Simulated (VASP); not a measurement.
# C in VASP: further runs

The runs below take C through single point, with r2SCAN.

Everything below comes from runs of VASP 6.6.1. Logs are shortened: lines on timing, memory, paths and dates and some standing lists are left out, and cuts for length are marked.

### Step 1. The cell of the first run

The cell holds a slab with vacuum, 4 atoms: a = 2.456 Å, b = 2.456 Å, c = 24.134 Å, α = 90.00°, β = 90.00°, γ = 120.00°.

### Step 2. Single point, r2SCAN

POSCAR reads:

```
C
1.0
    2.4562275100      0.0000000000      0.0000000000
   -1.2281137500      2.1271554200      0.0000000000
    0.0000000000      0.0000000000     24.1339601700
C
4
Direct
    0.0000000000      0.0000000000      0.5704687699
    0.0000000000      0.0000000000      0.4295312301
    0.3333333295      0.6666666698      0.4295245599
    0.6666666705      0.3333333302      0.5704754401
```

INCAR.step1 reads:

```
  PREC = Accurate
  ENCUT = 520
  ISMEAR = 1
  SIGMA = 0.1
  LREAL = F
  LASPH = T
  NELM = 100
  NBANDS = 16
  GGA = PE
  ALGO = Normal
  EDIFF = 1E-4
  LWAVE = T
  LCHARG = F
```

INCAR.step2 reads:

```
  PREC = Accurate
  ENCUT = 520
  EDIFF = 1E-6
  ISMEAR = 1
  SIGMA = 0.1
  LREAL = F
  LASPH = T
  NELM = 100
  ALGO = Normal
  ISIF = 2
  LWAVE = F
  LCHARG = F
  METAGGA = R2SCAN
  LMIXTAU = T
  NBANDS = 16
  ISTART = 1
```

KPOINTS reads:

```
Automatic mesh
0
Gamma
  8 8 1
```

Potentials or basis: VASP PAW PBE potentials, release 64 (C).

Started as:

```console
$ cat potpaw_PBE.64/C/POTCAR > POTCAR
$ cp INCAR.step1 INCAR
$ mpirun -np 1 vasp_std > vasp.out
$ cp INCAR.step2 INCAR
$ mpirun -np 1 vasp_std > vasp.out
```

OUTCAR:

```text
PREC = Accurate
   ENCUT = 520
   EDIFF = 1E-6
   ISMEAR = 1
   LREAL = F
   LASPH = T
   NELM = 100
   ISIF = 2
   METAGGA = R2SCAN
   ISTART = 1

 ion  position               nearest neighbor table
   1  0.000  0.000  0.570-   4 1.42   4 1.42   4 1.42
   2  0.000  0.000  0.430-   3 1.42   3 1.42   3 1.42
   3  0.333  0.667  0.430-   2 1.42   2 1.42   2 1.42
   4  0.667  0.333  0.570-   1 1.42   1 1.42   1 1.42

  LATTYP: Found a hexagonal cell.
 ALAT       =     2.4562275100
 C/A-ratio  =     9.8256208237

  Lattice vectors:

 A1 = (   2.4562275100,   0.0000000000,   0.0000000000)
 A2 = (  -1.2281137500,   2.1271554200,   0.0000000000)
 A3 = (   0.0000000000,   0.0000000000,  24.1339601700)

Analysis of symmetry for initial positions (statically):
=====================================================================
 Subroutine PRICEL returns:
 Original cell was already a primitive cell.

 Routine SETGRP: Setting up the symmetry group for a
 hexagonal supercell.

 Subroutine GETGRP returns: Found 12 space group operations
 (whereof 12 operations were pure point group operations)
 out of a pool of 24 trial point group operations.

The static configuration has the point symmetry D_3d.

Analysis of symmetry for dynamics (positions and initial velocities):
=====================================================================
 Subroutine PRICEL returns:
 Original cell was already a primitive cell.

 Routine SETGRP: Setting up the symmetry group for a
 hexagonal supercell.

 Subroutine GETGRP returns: Found 12 space group operations
 (whereof 12 operations were pure point group operations)
 out of a pool of 24 trial point group operations.

The dynamic configuration has the point symmetry D_3d.

 Subroutine INISYM returns: Found 12 space group operations
 (whereof 12 operations are pure point group operations),
 and found     1 'primitive' translations

----------------------------------------------------------------------------------------

                                     Primitive cell

  volume of cell :     126.0946

  direct lattice vectors                    reciprocal lattice vectors
     2.456227510  0.000000000  0.000000000     0.407128410  0.235055696  0.000000000
    -1.228113750  2.127155420  0.000000000     0.000000000  0.470111394  0.000000000
     0.000000000  0.000000000 24.133960170     0.000000000  0.000000000  0.041435388

[... 72 lines left out ...]
   EDIFF  = 0.1E-05   stopping-criterion for ELM
   LREAL  =      F    real-space projection
   EDIFFG = 0.1E-04   stopping-criterion for IOM
   NSW    =      0    number of steps for IOM
   IBRION =     -1    ionic relax: 0-MD 1-quasi-New 2-CG
   NFREE  =      0    steps in history (QN), initial steepest desc. (CG)
   ISIF   =      2    stress and relaxation
   ISYM   =      2    0-nonsym 1-usesym 2-fastsym
   POTIM  = 0.5000    time-step for ionic-motion
   TEBEG  =    0.0;   TEEND  =   0.0 temperature during run
   PSTRESS=    0.0 pullay stress
   NELECT =      16.0000    total number of electrons
   NUPDOWN=      -1.0000    fix difference up-down
   EMIN   =  10.00;   EMAX   =-10.00  energy-range for DOS
   EFERMI =   0.00;   METHOD = LEGACY
   ISMEAR =     1;   SIGMA  =   0.10  broadening in eV -4-tet -1-fermi 0-gaus
   EFERMI_NEDOS =   21; number of points for ismear=-14 and -15
   IALGO  =     38    algorithm
   IMIX   =      4    mixing-type and parameters
     AMIX     =   0.40;   BMIX     =  1.00
     AMIX_MAG =   1.60;   BMIX_MAG =  1.00
  volume/ion in A,a.u.               =      31.52       212.73
  Fermi-wavevector in a.u.,A,eV,Ry     =   0.822652  1.554586  9.207823  0.676756
  Thomas-Fermi vector in A             =   1.934024
   LORBIT       =      0    0 simple, 1 ext, 2 COOP (PROOUT), +10 PAW based schemes
   METAGGA = R2SCAN    functional components
   LHFCALC =     F    Hartree Fock is set to
   AEXX    =    0.0000 exact exchange contribution
   IVDW    =     0    specifies the selected vdW correction
   LEPSILON=     F    determine dielectric tensor
   LRPA    =     F    only Hartree local field effects (RPA)
 non-spin polarized calculation
 Methfessel and Paxton  Order N= 1 SIGMA  =   0.10
  energy-cutoff  :      520.00
  volume of cell :      126.09
 maximum number of plane-waves:      3452
   NGX =  9   NGY =  9   NGZ = 89

 number of electron      15.9999997 magnetization

 Free energy of the ion-electron system (eV)
  ---------------------------------------------------
  ext. energy  EPLUGINS =         0.00000000
  ---------------------------------------------------
  free energy    TOTEN  =       -39.71861748 eV

  energy without entropy =      -39.71916104  energy(sigma->0) =      -39.71879867

 E-fermi :  -2.6571     XC(G=0):  -3.3536

 val. band max:       -2.7412750035   @ k =   0.3750   0.2500   0.0000
 cond. band min:      -0.7716740859   @ k =   0.3750   0.2500   0.0000
 fundamental gap:      1.9696009176
 Fermi energy:        -2.6570867974

 k-point     1 :       0.0000    0.0000    0.0000
  band No.  band energies     occupation
      1     -22.7047      2.00000
      2     -22.5714      2.00000
      3     -10.3729      2.00000
      4      -9.4413      2.00000
      5      -5.0107      2.00000
      6      -5.0107      2.00000
[... 167 lines left out ...]
      3     -15.0987      2.00000
      4     -15.0808      2.00000
      5     -12.1521      2.00000
      6     -12.1079      2.00000
[... 8 lines left out ...]
     15      11.1776      0.00000
     16      11.4705      0.00000

------------------------ aborting loop because EDIFF is reached ----------------------------------------

  FORCE on cell =-STRESS in cart. coord.  units (eV):
  Direction    XX          YY          ZZ          XY          YZ          ZX
  --------------------------------------------------------------------------------------
  -------------------------------------------------------------------------------------
  Total        0.1845817      0.1845817      0.0681172      0.0000000      0.0000000     -0.0000000
  in kB        2.3453242      2.3453242      0.8655074      0.0000000      0.0000000     -0.0000000
  external PRESSURE =       1.8520519 kB  Pullay stress =       0.0000000 kB

 VOLUME and BASIS-vectors are now :
 -----------------------------------------------------------------------------
  energy-cutoff  :      520.00
  volume of cell :      126.09
      direct lattice vectors                 reciprocal lattice vectors
     2.456227510  0.000000000  0.000000000     0.407128410  0.235055696  0.000000000
    -1.228113750  2.127155420  0.000000000     0.000000000  0.470111394  0.000000000
     0.000000000  0.000000000 24.133960170     0.000000000  0.000000000  0.041435388

 POSITION                                       TOTAL-FORCE (eV/Angst)
 -----------------------------------------------------------------------------------
      0.00000      0.00000     13.76767        -0.000000      0.000000      0.014842
      0.00000      0.00000     10.36629         0.000000      0.000000     -0.014842
     -0.00000      1.41810     10.36613        -0.000000     -0.000000     -0.012545
      1.22811      0.70905     13.76783         0.000000      0.000000      0.012545
 -----------------------------------------------------------------------------------
    total drift:                               -0.000000      0.000000      0.000000

  FREE ENERGIE OF THE ION-ELECTRON SYSTEM (eV)
  ---------------------------------------------------
  free  energy   TOTEN  =       -39.7186174813 eV

  energy  without entropy=      -39.7191610372  energy(sigma->0) =      -39.71879867
```

OUTCAR.step1:

```text
PREC = Accurate
   ENCUT = 520
   ISMEAR = 1
   LREAL = F
[... 402 lines left out ...]
      0.00000      0.00000     13.76767         0.000000      0.000000      0.044066
      0.00000      0.00000     10.36629         0.000000      0.000000     -0.044066
     -0.00000      1.41810     10.36613         0.000000      0.000000     -0.048933
      1.22811      0.70905     13.76783        -0.000000      0.000000      0.048933
 -----------------------------------------------------------------------------------
    total drift:                               -0.000000      0.000000      0.000000

  FREE ENERGIE OF THE ION-ELECTRON SYSTEM (eV)
  ---------------------------------------------------
  free  energy   TOTEN  =       -36.8743071439 eV

  energy  without entropy=      -36.8748507052  energy(sigma->0) =      -36.87448833
```

Wall time 2 min (1 thread of AMD EPYC 7R13 (Zen 3), shared host); peak memory 0.21 GiB.

What came out:

```yaml
Free_energy: -39.7186 eV
Largest_force: 0.015 eV/Å
```

Forces on the atoms (eV/Å):
```
C    0.000  0.000  0.015
C    0.000  0.000 -0.015
C    0.000  0.000 -0.013
C    0.000  0.000  0.013
```

Caveat: the PAW data sets were made with another functional, which shifts forces and pressure a little.

### Step 3. Single point, r2SCAN

POSCAR is that of step 2.

INCAR.step1 reads:

```
PREC     = Accurate       # precision mode
ENCUT    = 520            # plane-wave cutoff, eV
ISMEAR   = 1              # smearing method
SIGMA    = 0.1            # smearing width, eV
LREAL    = F              # projectors in reciprocal space
LASPH    = T              # aspherical terms in the spheres
NELM     = 80             # most SCF steps
NBANDS   = 16             # bands
GGA      = PE             # functional
ALGO     = Normal         # electronic algorithm
EDIFF    = 1E-4           # SCF threshold, eV
LWAVE    = T              # write WAVECAR
LCHARG   = F              # write CHGCAR
```

INCAR.step2 reads:

```
PREC     = Accurate       # precision mode
ENCUT    = 520            # plane-wave cutoff, eV
EDIFF    = 1E-6           # SCF threshold, eV
ISMEAR   = 1              # smearing method
SIGMA    = 0.1            # smearing width, eV
LREAL    = F              # projectors in reciprocal space
LASPH    = T              # aspherical terms in the spheres
NELM     = 80             # most SCF steps
ALGO     = Normal         # electronic algorithm
ISIF     = 2              # what is computed and relaxed
LWAVE    = F              # write WAVECAR
LCHARG   = T              # write CHGCAR
METAGGA  = R2SCAN         # meta-GGA
LMIXTAU  = T            
LELF     = T              # ELF
LVHAR    = T            
NBANDS   = 16             # bands
ISTART   = 1
```

KPOINTS reads:

```
regular mesh
0
Gamma
  10 10 1
```

Potentials or basis: VASP PAW PBE potentials, release 64 (C).

Started as:

```console
$ cat potpaw_PBE.64/C/POTCAR > POTCAR
$ cp INCAR.step1 INCAR
$ mpirun -np 1 vasp_std > vasp.out
$ cp INCAR.step2 INCAR
$ mpirun -np 1 vasp_std > vasp.out
```

Wall time 2.6 min (1 thread of AMD EPYC 7R13 (Zen 3), shared host); peak memory 0.21 GiB.

Results (log left out):

```yaml
Free_energy: -39.7264 eV
Largest_force: 0.021 eV/Å
```

Forces in eV/Å, atoms in the order of the input:
```
C    0.000  0.000  0.021
C    0.000  0.000 -0.021
C    0.000  0.000 -0.017
C    0.000  0.000  0.017
```

Caveat: the PAW data sets were made with another functional, which shifts forces and pressure a little.

### Step 4. Single point, r2SCAN

POSCAR is that of step 3.

INCAR.step1 reads:

```
PREC     = Accurate       # precision mode
ENCUT    = 520            # plane-wave cutoff, eV
ISMEAR   = 1              # smearing method
SIGMA    = 0.1            # smearing width, eV
LREAL    = False          # projectors in reciprocal space
LASPH    = True           # aspherical terms in the spheres
NELM     = 100            # most SCF steps
NBANDS   = 16             # bands
GGA      = PE             # functional
ALGO     = Normal         # electronic algorithm
EDIFF    = 1E-4           # SCF threshold, eV
LWAVE    = True           # write WAVECAR
LCHARG   = False          # write CHGCAR
```

INCAR.step2 reads:

```
PREC     = Accurate       # precision mode
ENCUT    = 520            # plane-wave cutoff, eV
EDIFF    = 1E-6           # SCF threshold, eV
ISMEAR   = 1              # smearing method
SIGMA    = 0.1            # smearing width, eV
LREAL    = False          # projectors in reciprocal space
LASPH    = True           # aspherical terms in the spheres
NELM     = 100            # most SCF steps
ALGO     = Normal         # electronic algorithm
ISIF     = 2              # what is computed and relaxed
LWAVE    = False          # write WAVECAR
LCHARG   = False          # write CHGCAR
METAGGA  = R2SCAN         # meta-GGA
LMIXTAU  = True         
NBANDS   = 16             # bands
ISTART   = 1
```

KPOINTS reads:

```
regular mesh
0
Gamma
  13 13 2
```

Started as:

```console
$ cat potpaw_PBE.64/C/POTCAR > POTCAR
$ cp INCAR.step1 INCAR
$ mpirun -np 1 vasp_std > vasp.out
$ cp INCAR.step2 INCAR
$ mpirun -np 1 vasp_std > vasp.out
```

Run time: 6.5 min. Hardware: 1 thread of AMD EPYC 7R13 (Zen 3), shared host; peak memory 0.23 GiB.

It converged, with:

```
Free energy   : -39.7217 eV
Largest force : 0.020 eV/Å
```

Forces on the atoms (eV/Å):
```
C    0.000  0.000  0.020
C    0.000  0.000 -0.020
C    0.000  0.000 -0.016
C    0.000  0.000  0.016
```

Caveat: the PAW data sets were made with another functional, which shifts forces and pressure a little.

### Step 5. Summary

```csv
k mesh,largest force (eV/Å)
8 × 8 × 1,0.01
10 × 10 × 1,0.02
13 × 13 × 2,0.02
```

Alike in all rows: task single point; level r2SCAN; potentials or basis VASP PAW PBE potentials, release 64 (C); no spin polarisation; cell as given; cutoff (eV) 520; smearing methfessel-paxton 0.1 eV.

Caveats: the PAW data sets were made with another functional, which shifts forces and pressure a little.

Total energies depend on the potentials used, so only differences within one code and one set of settings carry meaning.
